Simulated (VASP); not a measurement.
# AlN (Fm-3m) in VASP: further runs

The runs below take AlN through single point, relaxation of cell and atoms, with PBE, PBEsol-based global hybrid.

Everything below comes from runs of VASP 6.6.1. Logs are shortened: lines on timing, memory, paths and dates and some standing lists are left out, and cuts for length are marked.

## (1) The cell of the first run

The structure is cubic, space group Fm-3m (No. 225). The conventional cell has a = 4.069 Å, b = 4.069 Å, c = 4.069 Å, α = 90.00°, β = 90.00°, γ = 90.00°. Within 2.7 Å of Al (site symmetry m-3m) lie 6 N at 2.03 Å. Within 2.7 Å of N (site symmetry m-3m) lie 6 Al at 2.03 Å.

## (2) Single point, PBE

The input, INCAR:

```
SYSTEM = AlN
PREC     = Accurate       ! precision mode
ENCUT    = 600            ! plane-wave cutoff, eV
EDIFF    = 1E-6           ! SCF threshold, eV
ISMEAR   = 0              ! smearing method
SIGMA    = 0.02           ! smearing width, eV
LREAL    = .False.        ! projectors in reciprocal space
LASPH    = .True.         ! aspherical terms in the spheres
NELM     = 120            ! most SCF steps
ALGO     = Normal         ! electronic algorithm
ISIF     = 2              ! what is computed and relaxed
LWAVE    = .False.        ! write WAVECAR
LCHARG   = .False.        ! write CHGCAR
GGA      = PE             ! functional
NBANDS   = 11             ! bands
GGA_COMPAT= .False.
```

The input, KPOINTS:

```
Automatic mesh
0
Gamma
  11 11 11
  0 0 0
```

The input, POSCAR:

```
AlN
1.0
    0.0000000000      2.0345180000      2.0345180000
    2.0345180000      0.0000000000      2.0345180000
    2.0345180000      2.0345180000      0.0000000000
Al N
1 1
Direct
    0.5000000000      0.5000000000      0.5000000000
    0.0000000000      0.0000000000      0.0000000000
```

Potentials or basis: VASP PAW PBE potentials, release 64 (Al, N).

Command:

```sh
cat potpaw_PBE.64/Al/POTCAR potpaw_PBE.64/N/POTCAR > POTCAR
mpirun -np 1 vasp_std > vasp.out
```

OUTCAR:

```text
SYSTEM = AlN
   PREC = Accurate
   ENCUT = 600
   EDIFF = 1E-6
   ISMEAR = 0
   LREAL = .False.
   LASPH = .True.
   NELM = 120
   ISIF = 2
   GGA = PE

 ion  position               nearest neighbor table
   1  0.500  0.500  0.500-   2 2.03   2 2.03   2 2.03   2 2.03   2 2.03   2 2.03
   2  0.000  0.000  0.000-   1 2.03   1 2.03   1 2.03   1 2.03   1 2.03   1 2.03

  LATTYP: Found a face centered cubic cell.
 ALAT       =     4.0690360000

  Lattice vectors:

 A1 = (   0.0000000000,   2.0345180000,   2.0345180000)
 A2 = (   2.0345180000,   0.0000000000,   2.0345180000)
 A3 = (   2.0345180000,   2.0345180000,   0.0000000000)

Analysis of symmetry for initial positions (statically):
=====================================================================
 Subroutine PRICEL returns:
 Original cell was already a primitive cell.

 Routine SETGRP: Setting up the symmetry group for a
 face centered cubic supercell.

 Subroutine GETGRP returns: Found 48 space group operations
 (whereof 48 operations were pure point group operations)
 out of a pool of 48 trial point group operations.

The static configuration has the point symmetry O_h .

Analysis of symmetry for dynamics (positions and initial velocities):
=====================================================================
 Subroutine PRICEL returns:
 Original cell was already a primitive cell.

 Routine SETGRP: Setting up the symmetry group for a
 face centered cubic supercell.

 Subroutine GETGRP returns: Found 48 space group operations
 (whereof 48 operations were pure point group operations)
 out of a pool of 48 trial point group operations.

The dynamic configuration has the point symmetry O_h .

 Subroutine INISYM returns: Found 48 space group operations
 (whereof 48 operations are pure point group operations),
 and found     1 'primitive' translations

----------------------------------------------------------------------------------------

                                     Primitive cell

  volume of cell :      16.8428

  direct lattice vectors                    reciprocal lattice vectors
     0.000000000  2.034518000  2.034518000    -0.245758455  0.245758455  0.245758455
     2.034518000  0.000000000  2.034518000     0.245758455 -0.245758455  0.245758455
     2.034518000  2.034518000  0.000000000     0.245758455  0.245758455 -0.245758455

  length of vectors
     2.877242948  2.877242948  2.877242948     0.425666130  0.425666130  0.425666130

  position of ions in fractional coordinates (direct lattice)
     0.500000000  0.500000000  0.500000000
     0.000000000  0.000000000  0.000000000

  ion indices of the primitive-cell ions
   primitive index   ion index
                 1           1
                 2           2

----------------------------------------------------------------------------------------

 KPOINTS: Automatic mesh

Automatic generation of k-mesh.
 Grid dimensions read from file:
 generate k-points for:   11   11   11

 Generating k-lattice:

  Cartesian coordinates                     Fractional coordinates (reciprocal lattice)
    -0.022341678  0.022341678  0.022341678     0.090909091  0.000000000  0.000000000
     0.022341678 -0.022341678  0.022341678     0.000000000  0.090909091  0.000000000
     0.022341678  0.022341678 -0.022341678     0.000000000  0.000000000  0.090909091

  Length of vectors
     0.038696921  0.038696921  0.038696921

  Shift w.r.t. Gamma in fractional coordinates (k-lattice)
     0.000000000  0.000000000  0.000000000

 Subroutine IBZKPT returns following result:
 ===========================================

 Found     56 irreducible k-points:

 Following reciprocal coordinates:
            Coordinates               Weight
  0.000000  0.000000  0.000000      1.000000
  0.090909  0.000000  0.000000      8.000000
  0.181818  0.000000  0.000000      8.000000
  0.272727  0.000000  0.000000      8.000000
  0.363636  0.000000  0.000000      8.000000
  0.454545  0.000000  0.000000      8.000000
[... 16 lines left out ...]
 -0.272727  0.181818  0.000000     24.000000
 -0.181818  0.181818  0.000000     12.000000
 [... further k-points ...]
   k-points           NKPTS =     56   k-points in BZ     NKDIM =     56   number of bands    NBANDS=     11
   number of dos      NEDOS =    301   number of ions     NIONS =      2
   total plane-waves  NPLWV =  13824
   dimension x,y,z NGX =    24 NGY =   24 NGZ =   24
   dimension x,y,z NGXF=    48 NGYF=   48 NGZF=   48
   ions per type =               1   1
   NGX,Y,Z   is equivalent  to a cutoff of  13.87, 13.87, 13.87 a.u.
   NGXF,Y,Z  is equivalent  to a cutoff of  27.73, 27.73, 27.73 a.u.
 SYSTEM =  AlN
   PREC   = accura    normal or accurate (medium, high low for compatibility)
   ISTART =      0    job   : 0-new  1-cont  2-samecut
   ICHARG =      2    charge: 1-file 2-atom 10-const
   ISPIN  =      1    spin polarized calculation?
   LNONCOLLINEAR =      F non collinear calculations
   LSORBIT =      F    spin-orbit coupling
   LASPH  =      T    aspherical Exc in radial PAW
   ENCUT  =  600.0 eV  44.10 Ry    6.64 a.u.   5.75  5.75  5.75*2*pi/ulx,y,z
   NELM   =    120;   NELMIN=  2; NELMDL= -5     # of ELM steps
   EDIFF  = 0.1E-05   stopping-criterion for ELM
   LREAL  =      F    real-space projection
   EDIFFG = 0.1E-04   stopping-criterion for IOM
   NSW    =      0    number of steps for IOM
   IBRION =     -1    ionic relax: 0-MD 1-quasi-New 2-CG
   NFREE  =      0    steps in history (QN), initial steepest desc. (CG)
   ISIF   =      2    stress and relaxation
   ISYM   =      2    0-nonsym 1-usesym 2-fastsym
   POTIM  = 0.5000    time-step for ionic-motion
   TEBEG  =    0.0;   TEEND  =   0.0 temperature during run
   PSTRESS=    0.0 pullay stress
   NELECT =       8.0000    total number of electrons
   NUPDOWN=      -1.0000    fix difference up-down
   EMIN   =  10.00;   EMAX   =-10.00  energy-range for DOS
   EFERMI =   0.00;   METHOD = LEGACY
   ISMEAR =     0;   SIGMA  =   0.02  broadening in eV -4-tet -1-fermi 0-gaus
   EFERMI_NEDOS =   21; number of points for ismear=-14 and -15
   IALGO  =     38    algorithm
   IMIX   =      4    mixing-type and parameters
     AMIX     =   0.40;   BMIX     =  1.00
     AMIX_MAG =   1.60;   BMIX_MAG =  1.00
  volume/ion in A,a.u.               =       8.42        56.83
  Fermi-wavevector in a.u.,A,eV,Ry     =   1.277321  2.413786 22.198561  1.631548
  Thomas-Fermi vector in A             =   2.409927
   LORBIT       =      0    0 simple, 1 ext, 2 COOP (PROOUT), +10 PAW based schemes
   GGA     = PE    functional components
   LHFCALC =     F    Hartree Fock is set to
   AEXX    =    0.0000 exact exchange contribution
   IVDW    =     0    specifies the selected vdW correction
   LEPSILON=     F    determine dielectric tensor
   LRPA    =     F    only Hartree local field effects (RPA)
 non-spin polarized calculation
 Gauss-broadening in eV      SIGMA  =   0.02
  energy-cutoff  :      600.00
  volume of cell :       16.84
 maximum number of plane-waves:       572
   NGX = 11   NGY = 11   NGZ = 11

 number of electron       7.9999999 magnetization

 Free energy of the ion-electron system (eV)
  ---------------------------------------------------
  ext. energy  EPLUGINS =         0.00000000
  ---------------------------------------------------
  free energy    TOTEN  =       -14.54767962 eV

  energy without entropy =      -14.54767962  energy(sigma->0) =      -14.54767962

 E-fermi :   9.9164     XC(G=0): -12.1965

 val. band max:        9.7180361048   @ k =   0.0000   0.0000   0.0000
 cond. band min:      14.2712513935   @ k =   0.4545   0.4545   0.0000
 fundamental gap:      4.5532152887
 Fermi energy:         9.9163975722

 k-point     1 :       0.0000    0.0000    0.0000
  band No.  band energies     occupation
      1      -7.6635      2.00000
      2       9.7180      2.00000
      3       9.7180      2.00000
      4       9.7180      2.00000
      5      15.1246      0.00000
      6      21.8233      0.00000
      7      21.8233      0.00000
      8      21.8233      0.00000
      9      26.9127      0.00000
     10      27.3672      0.00000
     11      27.3672      0.00000

 k-point     2 :       0.0909    0.0000    0.0000
  band No.  band energies     occupation
      1      -7.4968      2.00000
      2       8.8586      2.00000
      3       9.6195      2.00000
      4       9.6195      2.00000
      5      15.6757      0.00000
      6      21.0277      0.00000
      7      22.0690      0.00000
      8      22.0690      0.00000
      9      25.8818      0.00000
     10      25.8818      0.00000
     11      27.7309      0.00000

 k-point     3 :       0.1818    0.0000    0.0000
  band No.  band energies     occupation
      1      -7.0093      2.00000
      2       6.9968      2.00000
      3       9.3717      2.00000
      4       9.3717      2.00000
      5      16.4029      0.00000
      6      20.3510      0.00000
      7      22.3044      0.00000
      8      22.3044      0.00000
      9      25.1072      0.00000
     10      25.1072      0.00000
     11      27.1775      0.00000

 k-point     4 :       0.2727    0.0000    0.0000
  band No.  band energies     occupation
      1      -6.2479      2.00000
      2       4.8982      2.00000
      3       9.0774      2.00000
      4       9.0774      2.00000
      5      16.3545      0.00000
      6      20.9229      0.00000
      7      21.7087      0.00000
      8      21.7087      0.00000
      9      26.1471      0.00000
     10      26.1471      0.00000
     11      26.4196      0.00000
[... 239 lines left out ...]
 k-point    22 :      -0.3636    0.1818    0.0000
  band No.  band energies     occupation
      1      -4.4015      2.00000
      2       2.5991      2.00000
      3       6.3969      2.00000
      4       8.4490      2.00000
      5      17.3703      0.00000
      6      19.1551      0.00000
      7      21.6988      0.00000
      8      21.8384      0.00000
      9      28.0993      0.00000
     10      28.2398      0.00000
     11      29.8220      0.00000

 k-point    23 :      -0.2727    0.1818    0.0000
  band No.  band energies     occupation
      1      -5.1764      2.00000
      2       3.8830      2.00000
      3       6.5547      2.00000
      4       8.8276      2.00000
      5      17.9140      0.00000
      6      19.6492      0.00000
      7      20.6395      0.00000
      8      21.8057      0.00000
      9      25.8273      0.00000
     10      28.9306      0.00000
     11      29.8323      0.00000

 k-point    24 :      -0.1818    0.1818    0.0000
  band No.  band energies     occupation
      1      -6.0012      2.00000
      2       5.2639      2.00000
      3       7.2706      2.00000
      4       9.1942      2.00000
      5      17.9722      0.00000
      6      19.5542      0.00000
      7      20.7382      0.00000
      8      22.2128      0.00000
      9      24.1662      0.00000
     10      28.1862      0.00000
     11      29.6158      0.00000

 [... further k-points ...]
[... 5 lines left out ...]
  --------------------------------------------------------------------------------------
  -------------------------------------------------------------------------------------
  Total       -0.0155705     -0.0155705     -0.0155705      0.0000000      0.0000000     -0.0000000
  in kB       -1.4811459     -1.4811459     -1.4811459      0.0000000      0.0000000     -0.0000000
  external PRESSURE =      -1.4811459 kB  Pullay stress =       0.0000000 kB

 VOLUME and BASIS-vectors are now :
 -----------------------------------------------------------------------------
  energy-cutoff  :      600.00
  volume of cell :       16.84
      direct lattice vectors                 reciprocal lattice vectors
     0.000000000  2.034518000  2.034518000    -0.245758455  0.245758455  0.245758455
     2.034518000  0.000000000  2.034518000     0.245758455 -0.245758455  0.245758455
     2.034518000  2.034518000  0.000000000     0.245758455  0.245758455 -0.245758455

 POSITION                                       TOTAL-FORCE (eV/Angst)
 -----------------------------------------------------------------------------------
      2.03452      2.03452      2.03452         0.000000      0.000000     -0.000000
      0.00000      0.00000      0.00000        -0.000000      0.000000      0.000000
 -----------------------------------------------------------------------------------
    total drift:                                0.000000     -0.000000     -0.000000

  FREE ENERGIE OF THE ION-ELECTRON SYSTEM (eV)
  ---------------------------------------------------
  free  energy   TOTEN  =       -14.5476796228 eV

  energy  without entropy=      -14.5476796228  energy(sigma->0) =      -14.54767962
```

Wall time 4 s (1 thread of Intel Xeon 6975P-C (Granite Rapids), shared host); peak memory 0.14 GiB.

What came out:

- Free energy: -14.5477 eV
- Pressure: -0.1 GPa
- Band gap on the k mesh: 4.55 eV, indirect (least direct gap 5.41 eV)

## (3) Relaxation of cell and atoms, PBEsol-based global hybrid

POSCAR is that of step 2.

The input, INCAR.step1:

```
SYSTEM = AlN
PREC = Accurate
ENCUT = 600
EDIFF = 1E-5
ISMEAR = -1
SIGMA = 0.05
LREAL = .False.
LASPH = .True.
NELM = 100
ALGO = Normal
LWAVE = .True.
LCHARG = .False.
GGA = PE
NBANDS = 11
```

The input, INCAR.step2:

```
SYSTEM = AlN
PREC = Accurate
ENCUT = 600
EDIFF = 1E-6
ISMEAR = -1
SIGMA = 0.05
LREAL = .False.
LASPH = .True.
NELM = 100
ALGO = Normal
ISIF = 3
LWAVE = .False.
LCHARG = .False.
GGA = PS
LHFCALC = .True.
AEXX = 0.25
PRECFOCK = Normal
IBRION = 2
NSW = 60
EDIFFG = -0.01
ISTART = 1
```

The input, KPOINTS:

```
regular mesh
0
Gamma
  6 6 6
  0 0 0
```

Potentials or basis: VASP PAW PBE potentials, release 64 (Al, N).

Command:

```sh
cat potpaw_PBE.64/Al/POTCAR potpaw_PBE.64/N/POTCAR > POTCAR
cp INCAR.step1 INCAR
mpirun -np 1 vasp_std > vasp.out
cp INCAR.step2 INCAR
mpirun -np 1 vasp_std > vasp.out
```

Run time: 17 min. Hardware: 1 thread of Oxide Virtual Turin-like, shared host; peak memory 0.12 GiB.

The run converged. Its results:

```
Free energy                            : -18.7148 eV
Relaxed volume                         : 8.09 Å³/atom
Relaxed cell                           : a = 2.839 Å, b = 2.839 Å, c = 2.839 Å, α = 60.00°, β = 60.00°, γ = 60.00°
Space group after relaxing (to 0.05 Å) : Fm-3m (No. 225)
Energy gained by relaxing              : 11.6 meV/atom
Ionic steps                            : 3
Pressure after relaxing                : -0.1 GPa
Band gap on the k mesh                 : 6.93 eV, indirect (least direct gap 8.31 eV)
```

The path:
```csv
step,energy change (eV),largest force (eV/Å),pressure (GPa),volume (Å³)
1,0.0000,0.0000,-10.80,16.84
2,0.0044,0.0000,13.49,15.50
3,-0.0232,0.0000,-0.09,16.18
```

Final structure:
```
Al N
1.0
     0.00000    2.00752    2.00752
     2.00752    0.00000    2.00752
     2.00752    2.00752    0.00000
Al N
1 1
Direct
  0.50000 0.50000 0.50000
  0.00000 0.00000 0.00000
```

Levels at points of the mesh, in eV from the valence-band top:
| k point | band 1 | band 2 | band 3 | band 4 | band 5 | band 6 | band 7 | band 8 |
| --- | --- | --- | --- | --- | --- | --- | --- | --- |
| (0.00, 0.00, 0.00) | -19.44 | 0.00 | 0.00 | 0.00 | 8.31 | 14.57 | 14.57 | 14.57 |
| (0.50, 0.00, 0.00) | -15.84 | -9.22 | -1.21 | -1.21 | 8.40 | 13.50 | 13.50 | 16.62 |
| (0.50, 0.50, 0.00) | -14.74 | -8.24 | -3.13 | -3.13 | 6.93 | 7.25 | 17.25 | 20.57 |

Caveat: the k points lie up to 0.45 Å⁻¹ apart in the final cell; the PAW data sets were made with another functional, which shifts forces and pressure a little. A k mesh can miss the band edges.
